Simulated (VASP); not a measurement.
# Si5C4 in VASP: a series of runs

Si5C4 is run at these levels: PBE; tasks: single point.

Program: VASP 6.6.1. These are calculated values, not measurements. Logs are shortened: lines on timing, memory, paths and dates and some standing lists are left out, and cuts for length are marked.

## Step 1: The cell of the first run

The cell holds a slab with vacuum, 9 atoms: a = 3.092 Å, b = 5.074 Å, c = 18.969 Å, α = 90.00°, β = 90.00°, γ = 90.00°.

## Step 2: Single point, PBE, collinear spin

The input, INCAR:

```
ALGO = Normal
DIPOL = 0.5 0.5 0.325
EDIFF = 1E-6
ENCUT = 520
GGA = PE
IDIPOL = 3
ISIF = 2
ISMEAR = 0
ISPIN = 2
LASPH = T
LCHARG = F
LDIPOL = T
LORBIT = 11
LREAL = F
LWAVE = F
MAGMOM = 0 0 0 0 2 0 0 0 0
NBANDS = 32
NELM = 150
PREC = Accurate
SIGMA = 0.05
```

The input, KPOINTS:

```
k-points
0
Gamma
  9 5 1
```

The input, POSCAR:

```
Si5C4
1.0
    3.0920147377      0.0000000000      0.0000000000
    0.0000000000      5.0738209500      0.0000000000
    0.0000000000      0.0000000000     18.9686852044
Si C
5 4
Direct
    0.0000000000      0.9954360498      0.2108738669
    0.5000000000      0.4954360498      0.2579297257
    0.5000000000      0.9936729075      0.3565277077
    0.0000000000      0.4650510040      0.3853429996
    0.5000000000      0.4571536666      0.4983491694
    0.0000000000      0.6195639502      0.2108738669
    0.5000000000      0.1195639502      0.2579297257
    0.5000000000      0.6250368441      0.3569005348
    0.0000000000      0.1238203333      0.3937376325
```

Potentials or basis: VASP PAW PBE potentials, release 64 (Si, C).

Launch:

```bash
cat potpaw_PBE.64/Si/POTCAR potpaw_PBE.64/C/POTCAR > POTCAR
mpirun -np 1 vasp_std > vasp.out
```

OUTCAR:

```text
EDIFF = 1E-6
   ENCUT = 520
   GGA = PE
   ISIF = 2
   ISMEAR = 0
   ISPIN = 2
   LASPH = T
   LORBIT = 11
   LREAL = F
   NELM = 150
   PREC = Accurate

 ion  position               nearest neighbor table
   1  0.000  0.995  0.211-   7 1.89   7 1.89   6 1.91   2 3.10   2 3.10   2 3.10   2 3.10
   2  0.500  0.495  0.258-   6 1.89   6 1.89   7 1.91   8 1.99   4 2.87   4 2.87   1 3.10   1 3.10
                             1 3.10   1 3.10   3 3.14
   3  0.500  0.994  0.357-   9 1.82   9 1.82   8 1.87   7 1.98   4 2.90   4 2.90   4 3.14   4 3.14
                             2 3.14
   4  0.000  0.465  0.385-   9 1.74   8 1.83   8 1.83   5 2.64   5 2.64   2 2.87   2 2.87   3 2.90
                             3 2.90   3 3.14   3 3.14
   5  0.500  0.457  0.498-   4 2.64   4 2.64
   6  0.000  0.620  0.211-   2 1.89   2 1.89   1 1.91
   7  0.500  0.120  0.258-   1 1.89   1 1.89   2 1.91   3 1.98
   8  0.500  0.625  0.357-   4 1.83   4 1.83   3 1.87   2 1.99
   9  0.000  0.124  0.394-   4 1.74   3 1.82   3 1.82

  LATTYP: Found a simple orthorhombic cell.
 ALAT       =     3.0920147377
 B/A-ratio  =     1.6409433267
 C/A-ratio  =     6.1347331153

  Lattice vectors:

 A1 = (   3.0920147377,   0.0000000000,   0.0000000000)
 A2 = (   0.0000000000,   5.0738209500,   0.0000000000)
 A3 = (   0.0000000000,   0.0000000000,  18.9686852044)

Analysis of symmetry for initial positions (statically):
=====================================================================
 Subroutine PRICEL returns:
 Original cell was already a primitive cell.

 Routine SETGRP: Setting up the symmetry group for a
 simple orthorhombic supercell.

 Subroutine GETGRP returns: Found  2 space group operations
 (whereof  2 operations were pure point group operations)
 out of a pool of  8 trial point group operations.

The static configuration has the point symmetry C_1h.

Analysis of symmetry for dynamics (positions and initial velocities):
=====================================================================
 Subroutine PRICEL returns:
 Original cell was already a primitive cell.

 Routine SETGRP: Setting up the symmetry group for a
 simple orthorhombic supercell.

 Subroutine GETGRP returns: Found  2 space group operations
 (whereof  2 operations were pure point group operations)
 out of a pool of  8 trial point group operations.

The dynamic configuration has the point symmetry C_1h.

Analysis of structural, dynamic, and magnetic symmetry:
=====================================================================
 Subroutine PRICEL returns:
 Original cell was already a primitive cell.

 Routine SETGRP: Setting up the symmetry group for a
 simple orthorhombic supercell.

 Subroutine GETGRP returns: Found  2 space group operations
 (whereof  2 operations were pure point group operations)
 out of a pool of  8 trial point group operations.

The overall configuration has the point symmetry C_1h.

 Subroutine INISYM returns: Found  2 space group operations
 (whereof  2 operations are pure point group operations),
 and found     1 'primitive' translations

----------------------------------------------------------------------------------------

                                     Primitive cell

  volume of cell :     297.5870

  direct lattice vectors                    reciprocal lattice vectors
     3.092014738  0.000000000  0.000000000     0.323413724  0.000000000  0.000000000
     0.000000000  5.073820950  0.000000000     0.000000000  0.197090124  0.000000000
     0.000000000  0.000000000 18.968685204     0.000000000  0.000000000  0.052718467

  length of vectors
     3.092014738  5.073820950 18.968685204     0.323413724  0.197090124  0.052718467

  position of ions in fractional coordinates (direct lattice)
     0.000000000  0.995436050  0.210873867
     0.500000000  0.495436050  0.257929726
     0.500000000  0.993672907  0.356527708
     0.000000000  0.465051004  0.385343000
     0.500000000  0.457153667  0.498349169
     0.000000000  0.619563950  0.210873867
     0.500000000  0.119563950  0.257929726
     0.500000000  0.625036844  0.356900535
     0.000000000  0.123820333  0.393737632

  ion indices of the primitive-cell ions
   primitive index   ion index
                 1           1
                 2           2
                 3           3
                 4           4
                 5           5
                 6           6
                 7           7
                 8           8
                 9           9

----------------------------------------------------------------------------------------

 KPOINTS: k-points

Automatic generation of k-mesh.
 Grid dimensions read from file:
 generate k-points for:    9    5    1

 Generating k-lattice:

  Cartesian coordinates                     Fractional coordinates (reciprocal lattice)
     0.035934858  0.000000000  0.000000000     0.111111111  0.000000000  0.000000000
     0.000000000  0.039418025  0.000000000     0.000000000  0.200000000  0.000000000
     0.000000000  0.000000000  0.052718467     0.000000000  0.000000000  1.000000000

  Length of vectors
     0.035934858  0.039418025  0.052718467

  Shift w.r.t. Gamma in fractional coordinates (k-lattice)
     0.000000000  0.000000000  0.000000000

 Subroutine IBZKPT returns following result:
 ===========================================

 Found     15 irreducible k-points:

 Following reciprocal coordinates:
            Coordinates               Weight
  0.000000  0.000000  0.000000      1.000000
  0.111111  0.000000  0.000000      2.000000
  0.222222  0.000000  0.000000      2.000000
  0.333333  0.000000  0.000000      2.000000
  0.444444  0.000000  0.000000      2.000000
  0.000000  0.200000  0.000000      2.000000
  0.111111  0.200000  0.000000      4.000000
  0.222222  0.200000  0.000000      4.000000
  0.333333  0.200000  0.000000      4.000000
  0.444444  0.200000  0.000000      4.000000
  0.000000  0.400000  0.000000      2.000000
  0.111111  0.400000  0.000000      4.000000
  0.222222  0.400000  0.000000      4.000000
  0.333333  0.400000  0.000000      4.000000
  0.444444  0.400000  0.000000      4.000000
   k-points           NKPTS =     15   k-points in BZ     NKDIM =     15   number of bands    NBANDS=     32
   number of dos      NEDOS =    301   number of ions     NIONS =      9
   total plane-waves  NPLWV = 138240
   dimension x,y,z NGX =    24 NGY =   40 NGZ =  144
   dimension x,y,z NGXF=    48 NGYF=   80 NGZF=  288
   ions per type =               5   4
   NGX,Y,Z   is equivalent  to a cutoff of  12.90, 13.11, 12.62 a.u.
   NGXF,Y,Z  is equivalent  to a cutoff of  25.81, 26.21, 25.24 a.u.
 SYSTEM =  unknown system
   PREC   = accura    normal or accurate (medium, high low for compatibility)
   ISTART =      0    job   : 0-new  1-cont  2-samecut
   ICHARG =      2    charge: 1-file 2-atom 10-const
   ISPIN  =      2    spin polarized calculation?
   LNONCOLLINEAR =      F non collinear calculations
   LSORBIT =      F    spin-orbit coupling
   LASPH  =      T    aspherical Exc in radial PAW
   ENCUT  =  520.0 eV  38.22 Ry    6.18 a.u.   5.75  9.43 35.27*2*pi/ulx,y,z
   NELM   =    150;   NELMIN=  2; NELMDL= -5     # of ELM steps
   EDIFF  = 0.1E-05   stopping-criterion for ELM
   LREAL  =      F    real-space projection
   EDIFFG = 0.1E-04   stopping-criterion for IOM
   NSW    =      0    number of steps for IOM
   IBRION =     -1    ionic relax: 0-MD 1-quasi-New 2-CG
   NFREE  =      0    steps in history (QN), initial steepest desc. (CG)
   ISIF   =      2    stress and relaxation
   ISYM   =      2    0-nonsym 1-usesym 2-fastsym
   POTIM  = 0.5000    time-step for ionic-motion
   TEBEG  =    0.0;   TEEND  =   0.0 temperature during run
   PSTRESS=    0.0 pullay stress
   NELECT =      36.0000    total number of electrons
   NUPDOWN=      -1.0000    fix difference up-down
   EMIN   =  10.00;   EMAX   =-10.00  energy-range for DOS
   EFERMI =   0.00;   METHOD = LEGACY
   ISMEAR =     0;   SIGMA  =   0.05  broadening in eV -4-tet -1-fermi 0-gaus
   EFERMI_NEDOS =   21; number of points for ismear=-14 and -15
   IALGO  =     38    algorithm
   IMIX   =      4    mixing-type and parameters
     AMIX     =   0.40;   BMIX     =  1.00
     AMIX_MAG =   1.60;   BMIX_MAG =  1.00
  volume/ion in A,a.u.               =      33.07       223.14
  Fermi-wavevector in a.u.,A,eV,Ry     =   0.809663  1.530041  8.919359  0.655554
  Thomas-Fermi vector in A             =   1.918696
   LORBIT       =     11    0 simple, 1 ext, 2 COOP (PROOUT), +10 PAW based schemes
   GGA     = PE    functional components
   LHFCALC =     F    Hartree Fock is set to
   AEXX    =    0.0000 exact exchange contribution
   IVDW    =     0    specifies the selected vdW correction
   LEPSILON=     F    determine dielectric tensor
   LRPA    =     F    only Hartree local field effects (RPA)
 spin polarized calculation
 Gauss-broadening in eV      SIGMA  =   0.05
  energy-cutoff  :      520.00
  volume of cell :      297.59
 maximum number of plane-waves:      8052
 NGX is ok and might be reduce to    24
   NGX = 11   NGY = 19   NGZ = 71

 dipolmoment           0.000000      0.000000      0.220678 electrons x Angstroem

 number of electron      35.9999997 magnetization      -0.0000298

 number of electron      35.9999997 magnetization       0.0000557

 dipolmoment           0.000000      0.000000     -0.045655 electrons x Angstroem

 Free energy of the ion-electron system (eV)
  ---------------------------------------------------
  ext. energy  EPLUGINS =         0.00000000
  ---------------------------------------------------
  free energy    TOTEN  =       -58.23534288 eV

  energy without entropy =      -58.23527256  energy(sigma->0) =      -58.23530772

 E-fermi :  -0.0528     XC(G=0):  -4.8681

 val. band max:       -0.1478071749   @ k =   0.2222   0.0000   0.0000
 cond. band min:       0.0501652152   @ k =   0.3333   0.4000   0.0000
 fundamental gap:      0.1979723901
 Fermi energy:        -0.0528132020

 spin component 1

 k-point     1 :       0.0000    0.0000    0.0000
  band No.  band energies     occupation
      1     -16.0313      1.00000
      2     -13.9904      1.00000
      3     -12.4810      1.00000
      4     -10.8017      1.00000
      5      -9.7371      1.00000
      6      -8.9730      1.00000
[... 484 lines left out ...]
     29       6.0213      0.00000
     30       6.5324      0.00000
 Fermi energy:        -0.0528132020

 spin component 2

 k-point     1 :       0.0000    0.0000    0.0000
  band No.  band energies     occupation
      1     -16.0313      1.00000
      2     -13.9904      1.00000
      3     -12.4810      1.00000
      4     -10.8017      1.00000
      5      -9.7371      1.00000
      6      -8.9730      1.00000
[... 484 lines left out ...]
     29       6.0213      0.00000
     30       6.5324      0.00000
 [bands above 30 left out]

------------------------ aborting loop because EDIFF is reached ----------------------------------------

 vacuum level on the upper side and lower side of the slab       (xc-potential included)        -0.439         0.160

  FORCE on cell =-STRESS in cart. coord.  units (eV):
  Direction    XX          YY          ZZ          XY          YZ          ZX
  --------------------------------------------------------------------------------------
  -------------------------------------------------------------------------------------
  Total       -0.0904854      0.9335985     -1.8014367      0.0000000      0.0438580      0.0000000
  in kB       -0.4871638      5.0263974     -9.6987479      0.0000000      0.2361272      0.0000000
  external PRESSURE =      -1.7198381 kB  Pullay stress =       0.0000000 kB

 VOLUME and BASIS-vectors are now :
 -----------------------------------------------------------------------------
  energy-cutoff  :      520.00
  volume of cell :      297.59
      direct lattice vectors                 reciprocal lattice vectors
     3.092014738  0.000000000  0.000000000     0.323413724  0.000000000  0.000000000
     0.000000000  5.073820950  0.000000000     0.000000000  0.197090124  0.000000000
     0.000000000  0.000000000 18.968685204     0.000000000  0.000000000  0.052718467

 POSITION                                       TOTAL-FORCE (eV/Angst)
 -----------------------------------------------------------------------------------
      0.00000      5.05066      4.00000         0.000000     -1.996637      1.647705
      1.54601      2.51375      4.89259         0.000000      0.762547     -2.683359
      1.54601      5.04172      6.76286         0.000000     -0.407739     -0.344568
      0.00000      2.35959      7.30945         0.000000      1.474860      1.793925
      1.54601      2.31952      9.45303         0.000000     -0.297826     -0.008299
      0.00000      3.14356      4.00000         0.000000      1.111989      1.491317
      1.54601      0.60665      4.89259         0.000000      0.213625     -0.536863
      1.54601      3.17133      6.76993         0.000000     -0.040208     -1.257489
      0.00000      0.62824      7.46869         0.000000     -0.820610     -0.102369
 -----------------------------------------------------------------------------------
    total drift:                                0.000000     -0.000142      0.000013

  FREE ENERGIE OF THE ION-ELECTRON SYSTEM (eV)
  ---------------------------------------------------
  free  energy   TOTEN  =       -58.2353428831 eV

  energy  without entropy=      -58.2352725621  energy(sigma->0) =      -58.23530772

 vacuum level on the upper side and lower side of the slab         4.150         4.746

 total charge

# of ion       s       p       d       tot
------------------------------------------
    1        0.746   0.865   0.000   1.611
    2        0.713   0.924   0.000   1.637
    3        0.714   0.963   0.000   1.677
    4        0.729   1.014   0.000   1.744
    5        0.939   0.554   0.000   1.493
    6        0.857   1.529   0.000   2.386
    7        0.853   1.629   0.000   2.481
    8        0.860   1.688   0.000   2.548
    9        0.869   1.664   0.000   2.533
--------------------------------------------------
tot          7.281  10.829   0.000  18.110

 magnetization (x)

# of ion       s       p       d       tot
------------------------------------------
    1        0.000   0.000   0.000   0.000
    2        0.000   0.000   0.000   0.000
    3        0.000   0.000   0.000   0.000
    4        0.000   0.000   0.000   0.000
    5       -0.000  -0.000   0.000  -0.000
    6       -0.000  -0.000   0.000  -0.000
    7       -0.000  -0.000   0.000  -0.000
    8       -0.000  -0.000   0.000  -0.000
    9       -0.000  -0.000   0.000  -0.000
--------------------------------------------------
tot          0.000  -0.000   0.000  -0.000
```

Wall time 13 min (1 thread of Intel Xeon Platinum 8259CL at 2.50GHz (Skylake/Cascade Lake), shared host); peak memory 0.55 GiB.

What came out:

| Item | Value |
| --- | --- |
| Free energy | -58.2353 eV |
| Largest force | 2.790 eV/Å |
| Band gap on the k mesh | 0.20 eV, indirect (least direct gap 0.46 eV) |
| Net moment | 0.00 μB per cell |
| Valence electrons inside the program's atomic spheres | Si 1.61, 1.64, 1.68, 1.74, 1.49; C 2.39, 2.48, 2.55, 2.53 |

Forces in eV/Å, atoms in the order of the input:
```
Si   0.000 -1.997  1.648
Si   0.000  0.763 -2.683
Si   0.000 -0.408 -0.345
Si   0.000  1.475  1.794
Si   0.000 -0.298 -0.008
C    0.000  1.112  1.491
C    0.000  0.214 -0.537
C    0.000 -0.040 -1.257
C    0.000 -0.821 -0.102
```

Levels at points of the mesh, in eV from the valence-band top:
Spin up:
```csv
k point,band 14,band 15,band 16,band 17,band 18,band 19,band 20,band 21,band 22,band 23
"(0.00, 0.00, 0.00)",-2.11,-1.75,-0.82,-0.62,-0.34,0.56,1.33,2.45,3.45,3.83
```
Spin down:
| k point | band 16 | band 17 | band 18 | band 19 | band 20 | band 21 |
| --- | --- | --- | --- | --- | --- | --- |
| (0.00, 0.00, 0.00) | -0.82 | -0.62 | -0.34 | 0.56 | 1.33 | 2.45 |

## Step 3: Single point, PBE, collinear spin

The input, INCAR:

```
  PREC = Accurate
  ENCUT = 520
  EDIFF = 1E-6
  ISMEAR = 0
  SIGMA = 0.05
  LREAL = False
  LASPH = True
  NELM = 150
  ALGO = Normal
  ISIF = 2
  LWAVE = False
  LCHARG = False
  ISPIN = 2
  MAGMOM = 0 0 0 0 2 0 0 0 0
  LORBIT = 11
  LDIPOL = True
  IDIPOL = 3
  DIPOL = 0.5 0.5 0.326
  GGA = PE
  NBANDS = 32
```

The input, KPOINTS:

```
regular mesh
0
Gamma
  9 5 1
```

POSCAR: that of step 2 with these lines changed.

```diff
@@ -12,3 +12,3 @@
     0.0000000000      0.4650510040      0.3853429996
-    0.5000000000      0.4571536666      0.4983491694
+    0.0000000000      0.6238203333      0.5046784995
     0.0000000000      0.6195639502      0.2108738669
```

Potentials or basis: VASP PAW PBE potentials, release 64 (Si, C).

Launch:

```bash
cat potpaw_PBE.64/Si/POTCAR potpaw_PBE.64/C/POTCAR > POTCAR
mpirun -np 1 vasp_std > vasp.out
```

Run time: 7.1 min. Hardware: 1 thread of AMD EPYC 9R45 (Zen 5), shared host; peak memory 0.52 GiB.

Results (log left out):

```yaml
Free_energy: -58.3818 eV
Largest_force: 2.725 eV/Å
Net_moment: 0.33 μB per cell
Site_moments: Si +0.02, +0.00, +0.01, +0.05; C +0.01, +0.00, +0.02 μB
Valence_electrons_inside_the_program's_atomic_spheres: Si 1.61, 1.64, 1.68, 1.77, 1.52; C 2.39, 2.48, 2.55, 2.53
```

Forces on the atoms (eV/Å):
```
Si   0.000 -1.974  1.879
Si   0.000  0.887 -2.327
Si   0.000 -0.678 -0.252
Si   0.000  1.724  1.869
Si   0.000  0.373  0.005
C    0.000  1.146  1.300
C    0.000  0.291 -0.783
C    0.000 -0.217 -1.737
C    0.000 -1.552  0.047
```

Levels at points of the mesh, in eV from the Fermi level:
Spin up:
```tsv
k point	band 14	band 15	band 16	band 17	band 18	band 19	band 20	band 21	band 22	band 23
(0.00, 0.00, 0.00)	-1.69	-1.38	-0.67	-0.41	-0.23	0.25	1.39	3.05	3.72	4.01
```
Spin down:
```tsv
k point	band 14	band 15	band 16	band 17	band 18	band 19	band 20	band 21	band 22	band 23
(0.00, 0.00, 0.00)	-1.67	-1.34	-0.54	-0.39	-0.18	0.34	1.49	3.07	3.77	4.06
```

## Step 4: Single point, PBE, collinear spin

The input, INCAR:

```
ALGO = Normal ; DIPOL = 0.5 0.5 0.324
EDIFF = 1E-7 ; ENCUT = 520
GGA = PE ; IDIPOL = 3
ISIF = 2 ; ISMEAR = 0
ISPIN = 2 ; LASPH = True
LCHARG = False ; LDIPOL = True
LORBIT = 11 ; LREAL = False
LWAVE = False ; MAGMOM = 0 0 0 0 2 0 0 0 0
NBANDS = 32 ; NELM = 150
PREC = Accurate ; SIGMA = 0.05
```

The input, KPOINTS:

```
k-points
0
Gamma
  9 5 1
```

POSCAR: that of step 3 with these lines changed.

```diff
@@ -12,3 +12,3 @@
     0.0000000000      0.4650510040      0.3853429996
-    0.0000000000      0.6238203333      0.5046784995
+    0.5000000000      0.1238203333      0.4901807719
     0.0000000000      0.6195639502      0.2108738669
```

Launch:

```bash
cat potpaw_PBE.64/Si/POTCAR potpaw_PBE.64/C/POTCAR > POTCAR
mpirun -np 1 vasp_std > vasp.out
```

Wall time 7.4 min (1 thread of AMD EPYC 9R45 (Zen 5), shared host); peak memory 0.53 GiB.

The run converged. Its results:

```yaml
Free_energy: -58.2238 eV
Largest_force: 3.166 eV/Å
Net_moment: -0.08 μB per cell
Site_moments: Si -0.04, -0.00, +0.00; C +0.01, -0.00, +0.00 μB
Valence_electrons_inside_the_program's_atomic_spheres: Si 1.62, 1.63, 1.67, 1.73, 1.50; C 2.38, 2.48, 2.54, 2.55
```

Forces in eV/Å, atoms in the order of the input:
```
Si   0.000 -2.002  1.635
Si   0.000  0.869 -2.588
Si   0.000 -1.894 -2.536
Si   0.000  2.164  1.327
Si   0.000  0.374 -0.004
C    0.000  1.137  1.557
C    0.000  0.411  0.004
C    0.000 -0.132 -0.468
C    0.000 -0.926  1.073
```

Levels at points of the mesh, in eV from the Fermi level:
Spin up:
| k point | band 15 | band 16 | band 17 | band 18 | band 19 | band 20 | band 21 | band 22 |
| --- | --- | --- | --- | --- | --- | --- | --- | --- |
| (0.00, 0.00, 0.00) | -2.09 | -0.96 | -0.76 | -0.29 | 0.72 | 1.32 | 2.24 | 2.74 |
Spin down:
| k point | band 16 | band 17 | band 18 | band 19 | band 20 | band 21 |
| --- | --- | --- | --- | --- | --- | --- |
| (0.00, 0.00, 0.00) | -0.95 | -0.76 | -0.30 | 0.59 | 1.32 | 2.23 |
